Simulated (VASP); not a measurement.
## HBr: single point with PBEsol

Crystal: HBr.

```
H Br
1.0
     5.60929    0.00000    0.00000
     0.00000    5.60929    0.00000
     0.00000    0.00000    3.34337
H Br
2 2
Direct
  0.00000 0.00000 0.00000
  0.50000 0.50000 0.50000
  0.00000 0.00000 0.50000
  0.50000 0.50000 0.00000
```

This cell differs from its parent crystal: biaxial strain in the a-b plane: +3.0 %, then relaxed in part.

```
Program                : VASP 6.6.1
Task                   : single point
Functional             : PBEsol
Potentials or basis    : VASP PAW PBE potentials, release 64 (H, Br)
Cutoff                 : 520 eV
k mesh                 : 6 × 6 × 8
Occupations            : gaussian, width 0.02 eV
Spin                   : no spin polarisation
Dipole correction      : no
Further INCAR settings : ALGO = Normal; EDIFF = 1e-06; NBANDS = 16
```

```yaml
Pressure: -0.1 GPa
Band_gap_on_the_k_mesh: 1.48 eV
```

Stress tensor (GPa, compression positive):
```
-0.10  0.00  0.00
 0.00 -0.10  0.00
 0.00  0.00  0.03
```

Levels at points of the mesh, in eV from the valence-band top:
| k point | band 6 | band 7 | band 8 | band 9 | band 10 | band 11 |
| --- | --- | --- | --- | --- | --- | --- |
| (0.00, 0.00, 0.00) | -0.36 | -0.36 | -0.31 | 1.48 | 1.70 | 5.92 |
| (0.50, 0.00, 0.00) | -0.89 | -0.39 | -0.39 | 1.59 | 1.59 | 7.99 |
| (0.50, 0.50, 0.00) | -0.39 | -0.24 | -0.24 | 1.59 | 1.59 | 8.45 |
| (0.00, 0.00, 0.50) | -0.12 | -0.12 | -0.12 | 8.87 | 8.87 | 8.87 |
| (0.50, 0.00, 0.50) | -0.17 | -0.11 | -0.11 | 7.54 | 7.54 | 8.41 |
| (0.50, 0.50, 0.50) | -0.20 | -0.20 | -0.20 | 8.37 | 8.37 | 8.37 |

It took 79 s on 1 thread of Intel(R) Xeon(R) Platinum 8259CL CPU @ 2.50GHz (Skylake/Cascade Lake), with other jobs on the host, peak memory 0.25 GiB.

Caveat: the cell differs from its parent crystal (biaxial strain in the a-b plane: +3.0 %, then relaxed in part); the PAW data sets were made with another functional, which shifts forces and pressure a little. A k mesh can miss the band edges.
